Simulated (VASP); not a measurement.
# Si (P1) in VASP: single point with HSE06

Aim: the single point of Si with HSE06.

Program: VASP 6.6.1. These are calculated values, not measurements. Logs are shortened: lines on timing, memory, paths and dates and some standing lists are left out, and cuts for length are marked.

### Step 1. The cell of the first run

The typed cell holds 32 atoms: a = 10.862 Å, b = 10.862 Å, c = 5.431 Å, α = 90.00°, β = 90.00°, γ = 90.00°.

### Step 2. Single point, HSE06

Input file POSCAR:

```
Si
1.0
   10.8620000000      0.0000000000      0.0000000000
    0.0000000000     10.8620000000      0.0000000000
    0.0000000000      0.0000000000      5.4310000000
Si
32
Direct
    0.9966338100      0.0031986200      0.0048568300
    0.9977450700      0.2499579700      0.4990699900
    0.2513956300      0.0026581000      0.4925218100
    0.2456577700      0.2530911900      0.9987620500
    0.1274146600      0.1204161900      0.2489944200
    0.1270395900      0.3725028700      0.7581986900
    0.3786957000      0.1206784200      0.7412621200
    0.3753812600      0.3790429900      0.2478126400
    0.9973909000      0.4992829700      0.9913283100
    0.9974377800      0.7494281700      0.4999228900
    0.2475426700      0.4975222500      0.4948219700
    0.2496280900      0.7480646400      0.9911892800
    0.1281078800      0.6255197400      0.2526200400
    0.1221083300      0.8795345600      0.7566276300
    0.3715097600      0.6234597200      0.7540781500
    0.3769443200      0.8790180500      0.2485657700
    0.5030384400      0.0015679000      0.9963794600
    0.5008063000      0.2535212600      0.5063744700
    0.7500486500      0.0008193900      0.4914293100
    0.7476315600      0.2527380200      0.9984222800
    0.6219895700      0.1254492600      0.2537385500
    0.6266063900      0.3738464600      0.7488761100
    0.8750775800      0.1275634600      0.7503855400
    0.8740172600      0.3749051100      0.2413381500
    0.4957971600      0.5018724200      0.0088968500
    0.5008578900      0.7490204400      0.4939302000
    0.7500206100      0.5044381900      0.5049810900
    0.7503647300      0.7533169700      0.9950686100
    0.6251267900      0.6291656000      0.2514324200
    0.6246237500      0.8728758900      0.7508837500
    0.8792084000      0.6204493600      0.7552228900
    0.8779505200      0.8785553300      0.2544283400
```

Input file INCAR.step1:

```
SYSTEM = Si
PREC = Accurate ; ENCUT = 400
EDIFF = 1E-5 ; ISMEAR = 0
SIGMA = 0.01 ; LREAL = Auto
LASPH = .TRUE. ; NELM = 120
ALGO = Normal ; ISIF = 2
LWAVE = .TRUE. ; LCHARG = .FALSE.
GGA = PE ; NBANDS = 86
GGA_COMPAT = .FALSE.
```

Input file INCAR.step2:

```
SYSTEM = Si
PREC = Accurate ; ENCUT = 400
EDIFF = 1E-6 ; ISMEAR = 0
SIGMA = 0.01 ; LREAL = Auto
LASPH = .TRUE. ; NELM = 120
ALGO = Normal ; ISIF = 2
LWAVE = .FALSE. ; LCHARG = .FALSE.
GGA = PE ; LHFCALC = .TRUE.
HFSCREEN = 0.2079 ; PRECFOCK = Fast
ISTART = 1 ; NBANDS = 86
GGA_COMPAT = .FALSE.
```

Input file KPOINTS:

```
Automatic mesh
0
G
  1 1 1
  0 0 0
```

Potentials or basis: VASP PAW PBE potentials, release 64 (Si).

Launch:

```console
$ cat potpaw_PBE.64/Si/POTCAR > POTCAR
$ cp INCAR.step1 INCAR
$ mpirun -np 1 vasp_gam > vasp.out
$ cp INCAR.step2 INCAR
$ mpirun -np 1 vasp_gam > vasp.out
```

OUTCAR:

```text
SYSTEM = Si
   PREC = Accurate
   ENCUT = 400
   EDIFF = 1E-6
   ISMEAR = 0
   LREAL = Auto
   LASPH = .TRUE.
   NELM = 120
   ISIF = 2
   GGA = PE
   LHFCALC = .TRUE.
   HFSCREEN = 0.2079
   PRECFOCK = Fast
   ISTART = 1

 ion  position               nearest neighbor table
   1  0.997  0.003  0.005-  32 2.31   5 2.32  23 2.34  14 2.34
   2  0.998  0.250  0.499-  23 2.33  24 2.37   6 2.39   5 2.41
   3  0.251  0.003  0.493-   5 2.28   7 2.32  16 2.33  14 2.41
   4  0.246  0.253  0.999-   6 2.25   5 2.36   8 2.38   7 2.47
   5  0.127  0.120  0.249-   3 2.28   1 2.32   4 2.36   2 2.41
   6  0.127  0.373  0.758-   4 2.25   9 2.34  11 2.37   2 2.39
[... 24 lines left out ...]
  31  0.879  0.620  0.755-   9 2.24  27 2.32  10 2.35  28 2.40
  32  0.878  0.879  0.254-   1 2.31  19 2.31  10 2.33  28 2.40

  LATTYP: Found a simple tetragonal cell.
 ALAT       =    10.8620000000
 C/A-ratio  =     0.5000000000

  Lattice vectors:

 A1 = (  10.8620000000,   0.0000000000,   0.0000000000)
 A2 = (   0.0000000000,  10.8620000000,   0.0000000000)
 A3 = (   0.0000000000,   0.0000000000,   5.4310000000)

Analysis of symmetry for initial positions (statically):
=====================================================================
 Subroutine PRICEL returns:
 Original cell was already a primitive cell.

 Routine SETGRP: Setting up the symmetry group for a
 simple tetragonal supercell.

 Subroutine GETGRP returns: Found  1 space group operations
 (whereof  1 operations were pure point group operations)
 out of a pool of 16 trial point group operations.

The static configuration has the point symmetry C_1 .

Analysis of symmetry for dynamics (positions and initial velocities):
=====================================================================
 Subroutine PRICEL returns:
 Original cell was already a primitive cell.

 Routine SETGRP: Setting up the symmetry group for a
 simple tetragonal supercell.

 Subroutine GETGRP returns: Found  1 space group operations
 (whereof  1 operations were pure point group operations)
 out of a pool of 16 trial point group operations.

The dynamic configuration has the point symmetry C_1 .

 Subroutine INISYM returns: Found  1 space group operations
 (whereof  1 operations are pure point group operations),
 and found     1 'primitive' translations

----------------------------------------------------------------------------------------

                                     Primitive cell

  volume of cell :     640.7659

  direct lattice vectors                    reciprocal lattice vectors
    10.862000000  0.000000000  0.000000000     0.092064077  0.000000000  0.000000000
     0.000000000 10.862000000  0.000000000     0.000000000  0.092064077  0.000000000
     0.000000000  0.000000000  5.431000000     0.000000000  0.000000000  0.184128153

  length of vectors
    10.862000000 10.862000000  5.431000000     0.092064077  0.092064077  0.184128153

  position of ions in fractional coordinates (direct lattice)
     0.996633810  0.003198620  0.004856830
     0.997745070  0.249957970  0.499069990
     0.251395630  0.002658100  0.492521810
     0.245657770  0.253091190  0.998762050
     0.127414660  0.120416190  0.248994420
     0.127039590  0.372502870  0.758198690
[... 24 lines left out ...]
     0.879208400  0.620449360  0.755222890
     0.877950520  0.878555330  0.254428340

  ion indices of the primitive-cell ions
   primitive index   ion index
                 1           1
                 2           2
                 3           3
                 4           4
                 5           5
                 6           6
[... 24 lines left out ...]
                31          31
                32          32

----------------------------------------------------------------------------------------

 KPOINTS: Automatic mesh

Automatic generation of k-mesh.
 Grid dimensions read from file:
 generate k-points for:    1    1    1

 Generating k-lattice:

  Cartesian coordinates                     Fractional coordinates (reciprocal lattice)
     0.092064077  0.000000000  0.000000000     1.000000000  0.000000000  0.000000000
     0.000000000  0.092064077  0.000000000     0.000000000  1.000000000  0.000000000
     0.000000000  0.000000000  0.184128153     0.000000000  0.000000000  1.000000000

  Length of vectors
     0.092064077  0.092064077  0.184128153

  Shift w.r.t. Gamma in fractional coordinates (k-lattice)
     0.000000000  0.000000000  0.000000000

 Subroutine IBZKPT returns following result:
 ===========================================

 Found      1 irreducible k-points:

 Following reciprocal coordinates:
            Coordinates               Weight
  0.000000  0.000000  0.000000      1.000000
   k-points           NKPTS =      1   k-points in BZ     NKDIM =      1   number of bands    NBANDS=     86
   number of dos      NEDOS =    301   number of ions     NIONS =     32
   total plane-waves  NPLWV = 186624
   dimension x,y,z NGX =    72 NGY =   72 NGZ =   36
   dimension x,y,z NGXF=   144 NGYF=  144 NGZF=   72
   ions per type =              32
   NGX,Y,Z   is equivalent  to a cutoff of  11.02, 11.02, 11.02 a.u.
   NGXF,Y,Z  is equivalent  to a cutoff of  22.04, 22.04, 22.04 a.u.
 SYSTEM =  Si
   PREC   = accura    normal or accurate (medium, high low for compatibility)
   ISTART =      1    job   : 0-new  1-cont  2-samecut
   ICHARG =      0    charge: 1-file 2-atom 10-const
   ISPIN  =      1    spin polarized calculation?
   LNONCOLLINEAR =      F non collinear calculations
   LSORBIT =      F    spin-orbit coupling
   LASPH  =      T    aspherical Exc in radial PAW
   ENCUT  =  400.0 eV  29.40 Ry    5.42 a.u.  17.71 17.71  8.86*2*pi/ulx,y,z
   NELM   =    120;   NELMIN=  2; NELMDL=  0     # of ELM steps
   EDIFF  = 0.1E-05   stopping-criterion for ELM
   LREAL  =      T    real-space projection
   EDIFFG = 0.1E-04   stopping-criterion for IOM
   NSW    =      0    number of steps for IOM
   IBRION =     -1    ionic relax: 0-MD 1-quasi-New 2-CG
   NFREE  =      0    steps in history (QN), initial steepest desc. (CG)
   ISIF   =      2    stress and relaxation
   ISYM   =      3    0-nonsym 1-usesym 2-fastsym
   POTIM  = 0.5000    time-step for ionic-motion
   TEBEG  =    0.0;   TEEND  =   0.0 temperature during run
   PSTRESS=    0.0 pullay stress
   NELECT =     128.0000    total number of electrons
   NUPDOWN=      -1.0000    fix difference up-down
   EMIN   =  10.00;   EMAX   =-10.00  energy-range for DOS
   EFERMI =   0.00;   METHOD = LEGACY
   ISMEAR =     0;   SIGMA  =   0.01  broadening in eV -4-tet -1-fermi 0-gaus
   EFERMI_NEDOS =   21; number of points for ismear=-14 and -15
   IALGO  =     38    algorithm
   IMIX   =      1    mixing-type and parameters
     AMIX     =   0.40;   BMIX     =  1.00
     AMIX_MAG =   1.60;   BMIX_MAG =  1.00
  volume/ion in A,a.u.               =      20.02       135.13
  Fermi-wavevector in a.u.,A,eV,Ry     =   0.956999  1.808467 12.460868  0.915848
  Thomas-Fermi vector in A             =   2.085978
   LORBIT       =      0    0 simple, 1 ext, 2 COOP (PROOUT), +10 PAW based schemes
   GGA     = PE    functional components
   LHFCALC =     T    Hartree Fock is set to
   PRECFOCK=fast      Normal, Fast or Accurate (Low or Medium for compatibility)
   ENCUT4O =  -1.0   cutoff for four orbital integrals eV
   NKREDX  =     1    reduce k-point grid by
   NKREDY  =     1    reduce k-point grid by
   NKREDZ  =     1    reduce k-point grid by
   AEXX    =    0.2500 exact exchange contribution
   HFSCREEN=    0.2079 screening length (either q_TF or 0.3 A-1)
   HFSCREENC=   0.2079 screening length for correlation (either q_TF or 0.3 A-1)
   ENCUTFOCK=  -1.0 apply spherical cutoff to Coloumb kernel
   IVDW    =     0    specifies the selected vdW correction
   LEPSILON=     F    determine dielectric tensor
   LRPA    =     F    only Hartree local field effects (RPA)
 non-spin polarized calculation
 Gauss-broadening in eV      SIGMA  =   0.01
  energy-cutoff  :      400.00
  volume of cell :      640.77
 maximum number of plane-waves:      5811
 NGX is ok and might be reduce to    70
  NGX = 36; NGY = 36; NGZ = 18

 number of electron     128.0000003 magnetization

 Free energy of the ion-electron system (eV)
  ---------------------------------------------------
  ext. energy  EPLUGINS =         0.00000000
  ---------------------------------------------------
  free energy    TOTEN  =      -198.63419671 eV

  energy without entropy =     -198.63419671  energy(sigma->0) =     -198.63419671

 E-fermi :   5.6991     XC(G=0):  -7.8218

 val. band max:        5.6068076588   @ k =   0.0000   0.0000   0.0000
 cond. band min:       6.7113734452   @ k =   0.0000   0.0000   0.0000
 fundamental gap:      1.1045657863
 Fermi energy:         5.6991021664

 k-point     1 :       0.0000    0.0000    0.0000
  band No.  band energies     occupation
      1      -7.7805      2.00000
      2      -6.6309      2.00000
      3      -6.5972      2.00000
      4      -6.5680      2.00000
      5      -6.5275      2.00000
      6      -5.6075      2.00000
[... 68 lines left out ...]
     75       8.5805      0.00000
     76       8.6612      0.00000
 [bands above 76 left out]

------------------------ aborting loop because EDIFF is reached ----------------------------------------

  FORCE on cell =-STRESS in cart. coord.  units (eV):
  Direction    XX          YY          ZZ          XY          YZ          ZX
  --------------------------------------------------------------------------------------
  -------------------------------------------------------------------------------------
  Total       -5.5041644     -5.6897064     27.7549963     -2.6591098     -3.1571220      1.9792127
  in kB      -13.7626664    -14.2265972     69.3988631     -6.6488641     -7.8940985      4.9488427
  external PRESSURE =      13.8031998 kB  Pullay stress =       0.0000000 kB

 VOLUME and BASIS-vectors are now :
 -----------------------------------------------------------------------------
  energy-cutoff  :      400.00
  volume of cell :      640.77
      direct lattice vectors                 reciprocal lattice vectors
    10.862000000  0.000000000  0.000000000     0.092064077  0.000000000  0.000000000
     0.000000000 10.862000000  0.000000000     0.000000000  0.092064077  0.000000000
     0.000000000  0.000000000  5.431000000     0.000000000  0.000000000  0.184128153

 POSITION                                       TOTAL-FORCE (eV/Angst)
 -----------------------------------------------------------------------------------
     10.82544      0.03474      0.02638         0.388551     -0.037036     -0.249271
     10.83751      2.71504      2.71045         0.625485     -0.021136     -0.138721
      2.73066      0.02887      2.67489        -0.081037     -0.744030      0.629595
      2.66833      2.74908      5.42428         1.342704     -1.132203      0.349813
      1.38398      1.30796      1.35229        -0.601226      1.122344     -0.026587
      1.37990      4.04613      4.11778        -0.898973      0.532533     -1.218652
[... 24 lines left out ...]
      9.54996      6.73932      4.10162        -0.889287      1.122414     -0.546012
      9.53630      9.54287      1.38180        -0.560411     -0.556976     -0.442468
 -----------------------------------------------------------------------------------
    total drift:                               -0.005242      0.008064     -0.002194

  FREE ENERGIE OF THE ION-ELECTRON SYSTEM (eV)
  ---------------------------------------------------
  free  energy   TOTEN  =      -198.6341967068 eV

  energy  without entropy=     -198.6341967068  energy(sigma->0) =     -198.63419671
```

Run time: 84 s. Hardware: 1 thread of Intel Xeon 6975P-C (Granite Rapids), shared host; peak memory 0.56 GiB.

Results:

| Property | Result |
| --- | --- |
| Free energy | -198.6342 eV |
| Pressure | 1.4 GPa |
| Largest force | 1.791 eV/Å |
| Band gap on the k mesh | 1.10 eV |

Forces in eV/Å, atoms in the order of the input:
```
Si   0.389 -0.037 -0.249
Si   0.625 -0.021 -0.139
Si  -0.081 -0.744  0.630
Si   1.343 -1.132  0.350
Si  -0.601  1.122 -0.027
Si  -0.899  0.533 -1.219
Si  -0.571  0.964  0.584
Si  -0.356 -0.867  0.383
Si   1.153 -0.247  1.131
Si   0.615  0.130  0.315
Si   0.250  0.059  0.763
Si  -0.041  0.829  0.790
Si  -0.807  0.001 -0.539
Si   0.121 -0.303 -0.653
Si   0.409 -0.121 -0.926
Si  -0.174 -0.677 -0.468
Si  -0.179 -0.229  0.165
Si  -0.299 -0.276 -0.621
Si  -0.139 -0.021  0.907
Si   0.082 -0.659  0.202
Si   0.304  0.506 -0.333
Si  -0.437  0.970  0.387
Si  -0.545 -0.163 -0.095
Si  -0.159  0.365  0.638
Si   0.976  0.099 -0.724
Si  -0.604  0.274  0.752
Si   0.089 -0.574 -0.516
Si   0.593 -0.419  0.497
Si   0.277 -0.327 -0.326
Si   0.113  0.400 -0.672
Si  -0.889  1.122 -0.546
Si  -0.560 -0.557 -0.442
```

Levels at points of the mesh, in eV from the valence-band top:
```csv
k point,band 61,band 62,band 63,band 64,band 65,band 66,band 67,band 68
"(0.00, 0.00, 0.00)",-1.45,-0.30,-0.07,0.00,1.10,1.17,1.19,1.21
```

Caveat: the k points lie up to 1.16 Å⁻¹ apart; the PAW data sets were made with another functional, which shifts forces and pressure a little. A k mesh can miss the band edges.
